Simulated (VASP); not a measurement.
# HfC (P6_3mc) in VASP: further runs

Runs on HfC. Level: PBE. Tasks: single point.

All numbers are computed with VASP 6.6.1; they aren't measurements. Logs are shortened: lines on timing, memory, paths and dates and some standing lists are left out, and cuts for length are marked.

### Step 1. The cell of the first run

The structure is hexagonal, space group P6_3mc (No. 186). Conventional cell: a = 3.823 Å, b = 3.823 Å, c = 4.619 Å, α = 90.00°, β = 90.00°, γ = 120.00°. Within 2.9 Å of Hf (site symmetry 3m) lie 5 C at 2.21 to 2.35 Å. C (site symmetry 3m) has 5 Hf at 2.21 to 2.35 Å within 2.9 Å.

### Step 2. Single point, PBE (volume scaled by 0.980)

INCAR

```
SYSTEM = HfC
ALGO     = Normal         ! electronic algorithm
EDIFF    = 1E-6           ! SCF threshold, eV
ENCUT    = 520            ! plane-wave cutoff, eV
GGA      = PE             ! functional
ISIF     = 2              ! what is computed and relaxed
ISMEAR   = 0              ! smearing method
LASPH    = .TRUE.         ! aspherical terms in the spheres
LCHARG   = .FALSE.        ! write CHGCAR
LREAL    = .FALSE.        ! projectors in reciprocal space
LWAVE    = .FALSE.        ! write WAVECAR
NBANDS   = 22             ! bands
NELM     = 60             ! most SCF steps
PREC     = Accurate       ! precision mode
SIGMA    = 0.05           ! smearing width, eV
```

KPOINTS

```
k-points
0
G
  12 12 6
  0 0 0
```

POSCAR

```
HfC
1.0
    3.8227640527      0.0000000000      0.0000000000
   -1.9113820264      3.3106107823      0.0000000000
    0.0000000000      0.0000000000      4.6187516920
Hf C
2 2
Direct
    0.6666666667      0.3333333333      0.0665318043
    0.3333333333      0.6666666667      0.5665318043
    0.6666666667      0.3333333333      0.5586681957
    0.3333333333      0.6666666667      0.0586681957
```

Potentials or basis: VASP PAW PBE potentials, release 64 (Hf_pv, C).

Command:

```
$ cat potpaw_PBE.64/Hf_pv/POTCAR potpaw_PBE.64/C/POTCAR > POTCAR
$ mpirun -np 1 vasp_std > vasp.out
```

OUTCAR:

```text
SYSTEM = HfC
   EDIFF = 1E-6
   ENCUT = 520
   GGA = PE
   ISIF = 2
   ISMEAR = 0
   LASPH = .TRUE.
   LREAL = .FALSE.
   NELM = 60
   PREC = Accurate

 ion  position               nearest neighbor table
   1  0.667  0.333  0.067-   4 2.21   4 2.21   4 2.21   3 2.27   3 2.35   2 3.19   2 3.19   2 3.19
                             2 3.19   2 3.19   2 3.19
   2  0.333  0.667  0.567-   3 2.21   3 2.21   3 2.21   4 2.27   4 2.35   1 3.19   1 3.19   1 3.19
                             1 3.19   1 3.19   1 3.19
   3  0.667  0.333  0.559-   2 2.21   2 2.21   2 2.21   1 2.27   1 2.35
   4  0.333  0.667  0.059-   1 2.21   1 2.21   1 2.21   2 2.27   2 2.35

  LATTYP: Found a hexagonal cell.
 ALAT       =     3.8227640527
 C/A-ratio  =     1.2082230628

  Lattice vectors:

 A1 = (   3.8227640527,   0.0000000000,   0.0000000000)
 A2 = (  -1.9113820264,   3.3106107823,   0.0000000000)
 A3 = (   0.0000000000,   0.0000000000,   4.6187516920)

Analysis of symmetry for initial positions (statically):
=====================================================================
 Subroutine PRICEL returns:
 Original cell was already a primitive cell.

 Routine SETGRP: Setting up the symmetry group for a
 hexagonal supercell.

 Subroutine GETGRP returns: Found 12 space group operations
 (whereof  6 operations were pure point group operations)
 out of a pool of 24 trial point group operations.

The static configuration has the point symmetry C_3v.
 The point group associated with its full space group is C_6v.

Analysis of symmetry for dynamics (positions and initial velocities):
=====================================================================
 Subroutine PRICEL returns:
 Original cell was already a primitive cell.

 Routine SETGRP: Setting up the symmetry group for a
 hexagonal supercell.

 Subroutine GETGRP returns: Found 12 space group operations
 (whereof  6 operations were pure point group operations)
 out of a pool of 24 trial point group operations.

The dynamic configuration has the point symmetry C_3v.
 The point group associated with its full space group is C_6v.

 Subroutine INISYM returns: Found 12 space group operations
 (whereof  6 operations are pure point group operations),
 and found     1 'primitive' translations

----------------------------------------------------------------------------------------

                                     Primitive cell

  volume of cell :      58.4535

  direct lattice vectors                    reciprocal lattice vectors
     3.822764053  0.000000000  0.000000000     0.261590824  0.151029533  0.000000000
    -1.911382026  3.310610782  0.000000000     0.000000000  0.302059066  0.000000000
     0.000000000  0.000000000  4.618751692     0.000000000  0.000000000  0.216508716

  length of vectors
     3.822764053  3.822764053  4.618751692     0.302059066  0.302059066  0.216508716

  position of ions in fractional coordinates (direct lattice)
     0.666666667  0.333333333  0.066531804
     0.333333333  0.666666667  0.566531804
     0.666666667  0.333333333  0.558668196
     0.333333333  0.666666667  0.058668196

  ion indices of the primitive-cell ions
   primitive index   ion index
                 1           1
                 2           2
                 3           3
                 4           4

----------------------------------------------------------------------------------------

 KPOINTS: k-points

Automatic generation of k-mesh.
 Grid dimensions read from file:
 generate k-points for:   12   12    6

 Generating k-lattice:

  Cartesian coordinates                     Fractional coordinates (reciprocal lattice)
     0.021799235  0.012585794  0.000000000     0.083333333 -0.000000000  0.000000000
     0.000000000  0.025171589  0.000000000     0.000000000  0.083333333  0.000000000
     0.000000000  0.000000000  0.036084786     0.000000000  0.000000000  0.166666667

  Length of vectors
     0.025171589  0.025171589  0.036084786

  Shift w.r.t. Gamma in fractional coordinates (k-lattice)
     0.000000000  0.000000000  0.000000000

 Subroutine IBZKPT returns following result:
 ===========================================

 Found     76 irreducible k-points:

 Following reciprocal coordinates:
            Coordinates               Weight
  0.000000  0.000000  0.000000      1.000000
  0.083333  0.000000  0.000000      6.000000
  0.166667 -0.000000  0.000000      6.000000
  0.250000  0.000000  0.000000      6.000000
  0.333333 -0.000000  0.000000      6.000000
  0.416667  0.000000  0.000000      6.000000
[... 16 lines left out ...]
  0.250000  0.000000  0.166667     12.000000
  0.333333 -0.000000  0.166667     12.000000
 [... further k-points ...]
   k-points           NKPTS =     76   k-points in BZ     NKDIM =     76   number of bands    NBANDS=     22
   number of dos      NEDOS =    301   number of ions     NIONS =      4
   total plane-waves  NPLWV =  28224
   dimension x,y,z NGX =    28 NGY =   28 NGZ =   36
   dimension x,y,z NGXF=    56 NGYF=   56 NGZF=   72
   ions per type =               2   2
   NGX,Y,Z   is equivalent  to a cutoff of  12.18, 12.18, 12.96 a.u.
   NGXF,Y,Z  is equivalent  to a cutoff of  24.35, 24.35, 25.92 a.u.
 SYSTEM =  HfC
   PREC   = accura    normal or accurate (medium, high low for compatibility)
   ISTART =      0    job   : 0-new  1-cont  2-samecut
   ICHARG =      2    charge: 1-file 2-atom 10-const
   ISPIN  =      1    spin polarized calculation?
   LNONCOLLINEAR =      F non collinear calculations
   LSORBIT =      F    spin-orbit coupling
   LASPH  =      T    aspherical Exc in radial PAW
   ENCUT  =  520.0 eV  38.22 Ry    6.18 a.u.   7.11  7.11  8.59*2*pi/ulx,y,z
   NELM   =     60;   NELMIN=  2; NELMDL= -5     # of ELM steps
   EDIFF  = 0.1E-05   stopping-criterion for ELM
   LREAL  =      F    real-space projection
   EDIFFG = 0.1E-04   stopping-criterion for IOM
   NSW    =      0    number of steps for IOM
   IBRION =     -1    ionic relax: 0-MD 1-quasi-New 2-CG
   NFREE  =      0    steps in history (QN), initial steepest desc. (CG)
   ISIF   =      2    stress and relaxation
   ISYM   =      2    0-nonsym 1-usesym 2-fastsym
   POTIM  = 0.5000    time-step for ionic-motion
   TEBEG  =    0.0;   TEEND  =   0.0 temperature during run
   PSTRESS=    0.0 pullay stress
   NELECT =      28.0000    total number of electrons
   NUPDOWN=      -1.0000    fix difference up-down
   EMIN   =  10.00;   EMAX   =-10.00  energy-range for DOS
   EFERMI =   0.00;   METHOD = LEGACY
   ISMEAR =     0;   SIGMA  =   0.05  broadening in eV -4-tet -1-fermi 0-gaus
   EFERMI_NEDOS =   21; number of points for ismear=-14 and -15
   IALGO  =     38    algorithm
   IMIX   =      4    mixing-type and parameters
     AMIX     =   0.40;   BMIX     =  1.00
     AMIX_MAG =   1.60;   BMIX_MAG =  1.00
  volume/ion in A,a.u.               =      14.61        98.62
  Fermi-wavevector in a.u.,A,eV,Ry     =   1.280926  2.420599 22.324056  1.640772
  Thomas-Fermi vector in A             =   2.413326
   LORBIT       =      0    0 simple, 1 ext, 2 COOP (PROOUT), +10 PAW based schemes
   GGA     = PE    functional components
   LHFCALC =     F    Hartree Fock is set to
   AEXX    =    0.0000 exact exchange contribution
   IVDW    =     0    specifies the selected vdW correction
   LEPSILON=     F    determine dielectric tensor
   LRPA    =     F    only Hartree local field effects (RPA)
 non-spin polarized calculation
 Gauss-broadening in eV      SIGMA  =   0.05
  energy-cutoff  :      520.00
  volume of cell :       58.45
 maximum number of plane-waves:      1596
   NGX = 15   NGY = 15   NGZ = 17

 number of electron      28.0000004 magnetization

 Free energy of the ion-electron system (eV)
  ---------------------------------------------------
  ext. energy  EPLUGINS =         0.00000000
  ---------------------------------------------------
  free energy    TOTEN  =       -41.00627845 eV

  energy without entropy =      -41.00544212  energy(sigma->0) =      -41.00586028

 E-fermi :   4.5209     XC(G=0): -11.2709

 val. band max:        4.5183289227   @ k =   0.3333   0.1667   0.0000
 cond. band min:       4.5539346544   @ k =   0.2500   0.1667   0.0000
 fundamental gap:      0.0356057318
 Fermi energy:         4.5208684196

 k-point     1 :       0.0000    0.0000    0.0000
  band No.  band energies     occupation
      1     -25.5030      2.00000
      2     -25.3369      2.00000
      3     -25.3369      2.00000
      4     -25.1237      2.00000
      5     -25.1237      2.00000
      6     -24.8863      2.00000
[... 14 lines left out ...]
     21      11.6723      0.00000
     22      13.4733      0.00000

 k-point     2 :       0.0833    0.0000    0.0000
  band No.  band energies     occupation
      1     -25.4931      2.00000
      2     -25.3442      2.00000
      3     -25.3424      2.00000
      4     -25.1354      2.00000
      5     -25.1228      2.00000
      6     -24.8952      2.00000
[... 14 lines left out ...]
     21      11.9058      0.00000
     22      12.8739      0.00000

 k-point     3 :       0.1667   -0.0000    0.0000
  band No.  band energies     occupation
      1     -25.4647      2.00000
      2     -25.3642      2.00000
      3     -25.3570      2.00000
      4     -25.1668      2.00000
      5     -25.1206      2.00000
      6     -24.9209      2.00000
[... 14 lines left out ...]
     21      11.6761      0.00000
     22      12.1952      0.00000
[... 476 lines left out ...]
 k-point    23 :       0.2500    0.0000    0.1667
  band No.  band energies     occupation
      1     -25.4793      2.00000
      2     -25.3589      2.00000
      3     -25.2980      2.00000
      4     -25.2515      2.00000
      5     -25.1360      2.00000
      6     -24.9589      2.00000
[... 14 lines left out ...]
     21      11.0103      0.00000
     22      11.2648      0.00000

 k-point    24 :       0.3333   -0.0000    0.1667
  band No.  band energies     occupation
      1     -25.4938      2.00000
      2     -25.3757      2.00000
      3     -25.3192      2.00000
      4     -25.2508      2.00000
      5     -25.1361      2.00000
      6     -24.9864      2.00000
[... 14 lines left out ...]
     21      10.9921      0.00000
     22      11.1194      0.00000

 [... further k-points ...]

------------------------ aborting loop because EDIFF is reached ----------------------------------------

  FORCE on cell =-STRESS in cart. coord.  units (eV):
  Direction    XX          YY          ZZ          XY          YZ          ZX
  --------------------------------------------------------------------------------------
  -------------------------------------------------------------------------------------
  Total        1.2353792      1.2353792      1.2151317     -0.0000000      0.0000000      0.0000000
  in kB       33.8610679     33.8610679     33.3060945     -0.0000000      0.0000000      0.0000000
  external PRESSURE =      33.6760768 kB  Pullay stress =       0.0000000 kB

 VOLUME and BASIS-vectors are now :
 -----------------------------------------------------------------------------
  energy-cutoff  :      520.00
  volume of cell :       58.45
      direct lattice vectors                 reciprocal lattice vectors
     3.822764053  0.000000000  0.000000000     0.261590824  0.151029533  0.000000000
    -1.911382026  3.310610782  0.000000000     0.000000000  0.302059066  0.000000000
     0.000000000  0.000000000  4.618751692     0.000000000  0.000000000  0.216508716

 POSITION                                       TOTAL-FORCE (eV/Angst)
 -----------------------------------------------------------------------------------
      1.91138      1.10354      0.30729        -0.000000      0.000000     -0.005564
     -0.00000      2.20707      2.61667        -0.000000      0.000000     -0.005564
      1.91138      1.10354      2.58035        -0.000000     -0.000000      0.005564
     -0.00000      2.20707      0.27097         0.000000     -0.000000      0.005564
 -----------------------------------------------------------------------------------
    total drift:                               -0.000000     -0.000000      0.000532

  FREE ENERGIE OF THE ION-ELECTRON SYSTEM (eV)
  ---------------------------------------------------
  free  energy   TOTEN  =       -41.0062784467 eV

  energy  without entropy=      -41.0054421158  energy(sigma->0) =      -41.00586028
```

It took 4.6 min on 1 thread of AMD EPYC, shared host; peak memory 0.2 GiB.

Results:

- Free energy: -41.0063 eV
- Pressure: 3.4 GPa
- Largest force: 0.006 eV/Å
- Band gap on the k mesh: zero (band 14 reaches 5.80 eV, above the bottom of band 15 at 4.47 eV)

Forces in eV/Å, atoms in the order of the input:
```
Hf   0.000  0.000 -0.006
Hf   0.000  0.000 -0.006
C    0.000  0.000  0.006
C    0.000  0.000  0.006
```

Caveat: the cell differs from its parent crystal (volume scaled by 0.980); spin-orbit coupling is left out, which moves the levels of the heavy elements.

### Step 3. Single point, PBE

This run uses another cell than the first one, of 14.91 Å³/atom, 1.020 times its volume.

INCAR

```
PREC = Accurate
ENCUT = 520
EDIFF = 1E-7
ISMEAR = 0
SIGMA = 0.05
LREAL = F
LASPH = T
NELM = 100
ALGO = Normal
ISIF = 2
LWAVE = F
LCHARG = F
GGA = PE
NBANDS = 22
```

KPOINTS

```
Automatic mesh
0
Gamma
  12 12 6
```

POSCAR

```
HfC
1.0
    3.8514406728      0.0000000000      0.0000000000
   -1.9257203364      3.3354454638      0.0000000000
    0.0000000000      0.0000000000      4.6430899925
Hf C
2 2
Direct
    0.6666666667      0.3333333333      0.0665890361
    0.3333333333      0.6666666667      0.5665890361
    0.6666666667      0.3333333333      0.5586109639
    0.3333333333      0.6666666667      0.0586109639
```

Potentials or basis: VASP PAW PBE potentials, release 64 (Hf_pv, C).

Command:

```
$ cat potpaw_PBE.64/Hf_pv/POTCAR potpaw_PBE.64/C/POTCAR > POTCAR
$ mpirun -np 1 vasp_std > vasp.out
```

It took 5.1 min on 1 thread of AMD EPYC, shared host; peak memory 0.2 GiB.

It converged, with:

```yaml
Free_energy: -41.0170 eV
Pressure: -0.5 GPa
Band_gap_on_the_k_mesh: zero (band 14 reaches 5.66 eV, above the bottom of band 15 at 4.34 eV)
```

Levels at points of the mesh, in eV from the Fermi level:
| k point | band 12 | band 13 | band 14 | band 15 | band 16 | band 17 |
| --- | --- | --- | --- | --- | --- | --- |
| (0.00, 0.00, 0.00) | -2.51 | -1.87 | 1.26 | 1.37 | 1.37 | 2.49 |
| (0.50, 0.00, 0.00) | -1.59 | -1.27 | -0.26 | 0.38 | 1.83 | 3.13 |
| (0.00, 0.00, 0.50) | -3.02 | -3.02 | -3.02 | 4.23 | 4.23 | 4.46 |
| (0.50, 0.00, 0.50) | -2.26 | -1.54 | -1.54 | 2.43 | 2.43 | 3.74 |

Caveat: spin-orbit coupling is left out, which moves the levels of the heavy elements.
